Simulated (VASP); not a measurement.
# Pb in VASP: single point with PBE

Aim: the single point of Pb with PBE.

All numbers are computed with VASP 6.6.1; they aren't measurements. Logs are shortened: lines on timing, memory, paths and dates and some standing lists are left out, and cuts for length are marked.

**1. The cell of the first run**

The cell holds a slab with vacuum, 3 atoms: a = 3.480 Å, b = 3.480 Å, c = 20.590 Å, α = 90.00°, β = 90.00°, γ = 120.00°.

**2. Single point, PBE**

File POSCAR:

```
Pb
1.0
    3.4800006906      0.0000000000      0.0000000000
   -1.7400003453      3.0137690032      0.0000000000
    0.0000000000      0.0000000000     20.5900000000
Pb
3
Direct
    0.3333333333      0.6666666666      0.3642544925
    0.6666666667      0.3333333334      0.5000000000
    0.3333333333      0.6666666666      0.6357455075
```

File INCAR.step1:

```
SYSTEM = Pb
PREC = Accurate ; ENCUT = 520
EDIFF = 1E-6 ; ISMEAR = -1
SIGMA = 0.05 ; LREAL = .False.
LASPH = .True. ; NELM = 80
ALGO = Normal ; ISIF = 2
LWAVE = .False. ; LCHARG = .True.
GGA = PE ; NBANDS = 28
```

File KPOINTS.step1:

```
regular mesh
0
Gamma
  9 9 1
  0 0 0
```

File INCAR.step2:

```
SYSTEM = Pb
PREC = Accurate ; ENCUT = 520
EDIFF = 1E-6 ; ISMEAR = -5
SIGMA = 0.05 ; LREAL = .False.
LASPH = .True. ; NELM = 80
ALGO = Normal ; ISIF = 2
LWAVE = .False. ; LCHARG = .False.
GGA = PE ; LORBIT = 11
NBANDS = 28 ; NEDOS = 1001
ICHARG = 11
```

File KPOINTS.step2:

```
regular mesh
0
Gamma
  14 14 1
  0 0 0
```

Potentials or basis: VASP PAW PBE potentials, release 64 (Pb_d).

The run is started by

```
$ cat potpaw_PBE.64/Pb_d/POTCAR > POTCAR
$ cp INCAR.step1 INCAR
$ cp KPOINTS.step1 KPOINTS
$ mpirun -np 1 vasp_std > vasp.out
$ cp INCAR.step2 INCAR
$ cp KPOINTS.step2 KPOINTS
$ mpirun -np 1 vasp_std > vasp.out
```

OUTCAR:

```text
SYSTEM = Pb
   PREC = Accurate
   ENCUT = 520
   EDIFF = 1E-6
   ISMEAR = -5
   LREAL = .False.
   LASPH = .True.
   NELM = 80
   ISIF = 2
   GGA = PE
   LORBIT = 11
   ICHARG = 11

 ion  position               nearest neighbor table
   1  0.333  0.667  0.364-   2 3.44   2 3.44   2 3.44
   2  0.667  0.333  0.500-   1 3.44   3 3.44   1 3.44   3 3.44   1 3.44   3 3.44
   3  0.333  0.667  0.636-   2 3.44   2 3.44   2 3.44

  LATTYP: Found a hexagonal cell.
 ALAT       =     3.4800006906
 C/A-ratio  =     5.9166654925

  Lattice vectors:

 A1 = (   3.4800006906,   0.0000000000,   0.0000000000)
 A2 = (  -1.7400003453,   3.0137690032,   0.0000000000)
 A3 = (   0.0000000000,   0.0000000000,  20.5900000000)

Analysis of symmetry for initial positions (statically):
=====================================================================
 Subroutine PRICEL returns:
 Original cell was already a primitive cell.

 Routine SETGRP: Setting up the symmetry group for a
 hexagonal supercell.

 Subroutine GETGRP returns: Found 12 space group operations
 (whereof 12 operations were pure point group operations)
 out of a pool of 24 trial point group operations.

The static configuration has the point symmetry D_3h.

Analysis of symmetry for dynamics (positions and initial velocities):
=====================================================================
 Subroutine PRICEL returns:
 Original cell was already a primitive cell.

 Routine SETGRP: Setting up the symmetry group for a
 hexagonal supercell.

 Subroutine GETGRP returns: Found 12 space group operations
 (whereof 12 operations were pure point group operations)
 out of a pool of 24 trial point group operations.

The dynamic configuration has the point symmetry D_3h.

 Subroutine INISYM returns: Found 12 space group operations
 (whereof 12 operations are pure point group operations),
 and found     1 'primitive' translations

----------------------------------------------------------------------------------------

                                     Primitive cell

  volume of cell :     215.9462

  direct lattice vectors                    reciprocal lattice vectors
     3.480000691  0.000000000  0.000000000     0.287356265  0.165905217  0.000000000
    -1.740000345  3.013769003  0.000000000     0.000000000  0.331810434  0.000000000
     0.000000000  0.000000000 20.590000000     0.000000000  0.000000000  0.048567266

  length of vectors
     3.480000691  3.480000691 20.590000000     0.331810434  0.331810434  0.048567266

  position of ions in fractional coordinates (direct lattice)
     0.333333333  0.666666667  0.364254493
     0.666666667  0.333333333  0.500000000
     0.333333333  0.666666667  0.635745507

  ion indices of the primitive-cell ions
   primitive index   ion index
                 1           1
                 2           2
                 3           3

----------------------------------------------------------------------------------------

 KPOINTS: regular mesh

Automatic generation of k-mesh.
 Grid dimensions read from file:
 generate k-points for:   14   14    1

 Generating k-lattice:

  Cartesian coordinates                     Fractional coordinates (reciprocal lattice)
     0.020525447  0.011850373  0.000000000     0.071428571 -0.000000000  0.000000000
     0.000000000  0.023700745  0.000000000     0.000000000  0.071428571  0.000000000
     0.000000000  0.000000000  0.048567266     0.000000000  0.000000000  1.000000000

  Length of vectors
     0.023700745  0.023700745  0.048567266

  Shift w.r.t. Gamma in fractional coordinates (k-lattice)
     0.000000000  0.000000000  0.000000000

 TETIRR: Found    105 inequivalent tetrahedra from     1176

 Subroutine IBZKPT returns following result:
 ===========================================

 Found     24 irreducible k-points:

 Following reciprocal coordinates:
            Coordinates               Weight
  0.000000  0.000000  0.000000      1.000000
  0.071429  0.000000  0.000000      6.000000
  0.142857  0.000000  0.000000      6.000000
  0.214286  0.000000  0.000000      6.000000
  0.285714  0.000000  0.000000      6.000000
  0.357143  0.000000  0.000000      6.000000
[... 16 lines left out ...]
  0.285714  0.285714  0.000000      6.000000
  0.357143  0.285714  0.000000      6.000000
   k-points           NKPTS =     24   k-points in BZ     NKDIM =     24   number of bands    NBANDS=     28
   number of dos      NEDOS =   1001   number of ions     NIONS =      3
   total plane-waves  NPLWV = 125440
   dimension x,y,z NGX =    28 NGY =   28 NGZ =  160
   dimension x,y,z NGXF=    56 NGYF=   56 NGZF=  320
   ions per type =               3
   NGX,Y,Z   is equivalent  to a cutoff of  13.38, 13.38, 12.92 a.u.
   NGXF,Y,Z  is equivalent  to a cutoff of  26.75, 26.75, 25.84 a.u.
 SYSTEM =  Pb
   PREC   = accura    normal or accurate (medium, high low for compatibility)
   ISTART =      0    job   : 0-new  1-cont  2-samecut
   ICHARG =     11    charge: 1-file 2-atom 10-const
   ISPIN  =      1    spin polarized calculation?
   LNONCOLLINEAR =      F non collinear calculations
   LSORBIT =      F    spin-orbit coupling
   LASPH  =      T    aspherical Exc in radial PAW
   ENCUT  =  520.0 eV  38.22 Ry    6.18 a.u.   6.47  6.47 38.28*2*pi/ulx,y,z
   NELM   =     80;   NELMIN=  2; NELMDL=  0     # of ELM steps
   EDIFF  = 0.1E-05   stopping-criterion for ELM
   LREAL  =      F    real-space projection
   EDIFFG = 0.1E-04   stopping-criterion for IOM
   NSW    =      0    number of steps for IOM
   IBRION =     -1    ionic relax: 0-MD 1-quasi-New 2-CG
   NFREE  =      0    steps in history (QN), initial steepest desc. (CG)
   ISIF   =      2    stress and relaxation
   ISYM   =      2    0-nonsym 1-usesym 2-fastsym
   POTIM  = 0.5000    time-step for ionic-motion
   TEBEG  =    0.0;   TEEND  =   0.0 temperature during run
   PSTRESS=    0.0 pullay stress
   NELECT =      42.0000    total number of electrons
   NUPDOWN=      -1.0000    fix difference up-down
   EMIN   =  10.00;   EMAX   =-10.00  energy-range for DOS
   EFERMI =   0.00;   METHOD = LEGACY
   ISMEAR =    -5;   SIGMA  =   0.05  broadening in eV -4-tet -1-fermi 0-gaus
   EFERMI_NEDOS =   21; number of points for ismear=-14 and -15
   IALGO  =     38    algorithm
   IMIX   =      4    mixing-type and parameters
     AMIX     =   0.40;   BMIX     =  1.00
     AMIX_MAG =   1.60;   BMIX_MAG =  1.00
  volume/ion in A,a.u.               =      71.98       485.76
  Fermi-wavevector in a.u.,A,eV,Ry     =   0.948512  1.792427 12.240815  0.899675
  Thomas-Fermi vector in A             =   2.076707
   LORBIT       =     11    0 simple, 1 ext, 2 COOP (PROOUT), +10 PAW based schemes
   GGA     = PE    functional components
   LHFCALC =     F    Hartree Fock is set to
   AEXX    =    0.0000 exact exchange contribution
   IVDW    =     0    specifies the selected vdW correction
   LEPSILON=     F    determine dielectric tensor
   LRPA    =     F    only Hartree local field effects (RPA)
 non-spin polarized calculation
 Fermi weights with tetrahedron method with Bloechl corrections
  energy-cutoff  :      520.00
  volume of cell :      215.95
 maximum number of plane-waves:      5897
 NGX is ok and might be reduce to    28

 number of electron      42.0000000 magnetization

 Free energy of the ion-electron system (eV)
  ---------------------------------------------------
  ext. energy  EPLUGINS =         0.00000000
  ---------------------------------------------------
  free energy    TOTEN  =       -10.16690591 eV

  energy without entropy =      -10.16690591  energy(sigma->0) =      -10.16690591

 E-fermi :   0.7591     XC(G=0):  -5.0041

 val. band max:        0.7745879241   @ k =   0.1429   0.0714   0.0000
 cond. band min:       0.8286083355   @ k =   0.3571   0.2143   0.0000
 fundamental gap:      0.0540204114
 Fermi energy:         0.7591461304

 k-point     1 :       0.0000    0.0000    0.0000
  band No.  band energies     occupation
      1     -16.3254      2.00000
      2     -16.3194      2.00000
      3     -16.2753      2.00000
      4     -16.2753      2.00000
      5     -16.2654      2.00000
      6     -16.2654      2.00000
[... 20 lines left out ...]
     27       7.5715      0.00000
     28       7.5913      0.00000

 k-point     2 :       0.0714    0.0000    0.0000
  band No.  band energies     occupation
      1     -16.3186      2.00000
      2     -16.3136      2.00000
      3     -16.2763      2.00000
      4     -16.2686      2.00000
      5     -16.2633      2.00000
      6     -16.2530      2.00000
[... 20 lines left out ...]
     27       6.6502      0.00000
     28       7.3290      0.00000

 k-point     3 :       0.1429    0.0000    0.0000
  band No.  band energies     occupation
      1     -16.3131      2.00000
      2     -16.3107      2.00000
      3     -16.2677      2.00000
      4     -16.2649      2.00000
      5     -16.2307      2.00000
      6     -16.2182      2.00000
[... 20 lines left out ...]
     27       5.8050      0.00000
     28       6.1596      0.00000

 k-point     4 :       0.2143    0.0000    0.0000
  band No.  band energies     occupation
      1     -16.3297      2.00000
      2     -16.3241      2.00000
      3     -16.2455      2.00000
      4     -16.2441      2.00000
      5     -16.2174      2.00000
      6     -16.1939      2.00000
[... 578 lines left out ...]
     27       4.2270      0.00000
     28       7.0658      0.00000

 k-point    23 :       0.2857    0.2857    0.0000
  band No.  band energies     occupation
      1     -16.2951      2.00000
      2     -16.2869      2.00000
      3     -16.2426      2.00000
      4     -16.2188      2.00000
      5     -16.2123      2.00000
      6     -16.2043      2.00000
[... 20 lines left out ...]
     27       4.2518      0.00000
     28       6.7212      0.00000

 k-point    24 :       0.3571    0.2857    0.0000
  band No.  band energies     occupation
      1     -16.2990      2.00000
      2     -16.2829      2.00000
      3     -16.2344      2.00000
      4     -16.2189      2.00000
      5     -16.2177      2.00000
      6     -16.2018      2.00000
[... 20 lines left out ...]
     27       4.5079      0.00000
     28       6.5107      0.00000

------------------------ aborting loop because EDIFF is reached ----------------------------------------

  FORCE on cell =-STRESS in cart. coord.  units (eV):
  Direction    XX          YY          ZZ          XY          YZ          ZX
  --------------------------------------------------------------------------------------
  -------------------------------------------------------------------------------------
  Total        0.5357715      0.5357715      1.4499156      0.0000000      0.0000000     -0.0000000
  in kB        3.9750676      3.9750676     10.7574084      0.0000000      0.0000000     -0.0000000
  external PRESSURE =       6.2358479 kB  Pullay stress =       0.0000000 kB

 VOLUME and BASIS-vectors are now :
 -----------------------------------------------------------------------------
  energy-cutoff  :      520.00
  volume of cell :      215.95
      direct lattice vectors                 reciprocal lattice vectors
     3.480000691  0.000000000  0.000000000     0.287356265  0.165905217  0.000000000
    -1.740000345  3.013769003  0.000000000     0.000000000  0.331810434  0.000000000
     0.000000000  0.000000000 20.590000000     0.000000000  0.000000000  0.048567266

 POSITION                                       TOTAL-FORCE (eV/Angst)
 -----------------------------------------------------------------------------------
     -0.00000      2.00918      7.50000         0.000000     -0.000000     -0.296667
      1.74000      1.00459     10.29500        -0.000000      0.000000      0.000000
     -0.00000      2.00918     13.09000         0.000000      0.000000      0.296667
 -----------------------------------------------------------------------------------
    total drift:                                0.002540     -0.001467     -0.000000

  FREE ENERGIE OF THE ION-ELECTRON SYSTEM (eV)
  ---------------------------------------------------
  free  energy   TOTEN  =       -10.1669059120 eV

  energy  without entropy=      -10.1669059120  energy(sigma->0) =      -10.16690591

 total charge

# of ion       s       p       d       tot
------------------------------------------
    1        1.396   0.737   9.806  11.939
    2        1.409   0.749   9.809  11.967
    3        1.396   0.737   9.806  11.939
--------------------------------------------------
tot          4.201   2.223  29.421  35.845
```

Wall time 5 min (1 thread of Intel Xeon 8259CL, shared host); peak memory 0.36 GiB.

Results:

| Property | Result |
| --- | --- |
| Valence electrons inside the program's atomic spheres | Pb 11.94, 11.97 (each value once) |

Caveat: spin-orbit coupling is left out, which moves the levels of the heavy elements; tetrahedron occupations give inexact forces and stress in metals.
